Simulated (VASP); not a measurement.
Set up this calculation in VASP 6.6.1, as the native input.

| Property | Result |
| --- | --- |
| Task | single point |
| Functional | PBE |
| Potentials or basis | VASP PAW PBE potentials, release 64 (Zr_sv) |
| Cutoff | 520 eV |
| k mesh | 20 × 20 × 20 |
| Occupations | fermi-dirac, width 0.05 eV |
| Spin | collinear spin |
| Starting moments | [1.0] μB |
| Dipole correction | no |
| Further INCAR settings | ALGO = Normal; EDIFF = 1e-06; NBANDS = 16 |

The structure of Zr lies in POSCAR:

```
Zr
1.0
   -1.8562079903      1.8562079903      1.8562079903
    1.8562079903     -1.8562079903      1.8562079903
    1.8562079903      1.8562079903     -1.8562079903
Zr
1
Direct
    0.0000000000      0.0000000000      0.0000000000
```

This isn't the form of Zr at room conditions, which is hcp.

The input as run:

INCAR

```
SYSTEM = Zr
PREC = Accurate ; ENCUT = 520
EDIFF = 1E-6 ; ISMEAR = -1
SIGMA = 0.05 ; LREAL = .False.
LASPH = .True. ; NELM = 150
ALGO = Normal ; ISIF = 2
LWAVE = .False. ; LCHARG = .False.
ISPIN = 2 ; MAGMOM = 1
LORBIT = 11 ; LMAXMIX = 4
GGA = PE ; NBANDS = 16
```

KPOINTS

```
regular mesh
0
Gamma
  20 20 20
  0 0 0
```

Potentials or basis: VASP PAW PBE potentials, release 64 (Zr_sv).

Command:

```sh
$ cat potpaw_PBE.64/Zr_sv/POTCAR > POTCAR
$ mpirun -np 1 vasp_std > vasp.out
```

Results of the run:

```yaml
Pressure: -8.3 GPa
Band_gap_on_the_k_mesh: zero (filled and empty bands overlap)
Net_moment: 0.00 μB per cell
Valence_electrons_inside_the_program's_atomic_spheres: Zr 9.74
```

Caveat: the cell stands under tension.

It took 67 s on 1 thread of Intel(R) Xeon(R) Platinum 8488C (Sapphire Rapids), with other jobs on the host, peak memory 0.26 GiB.
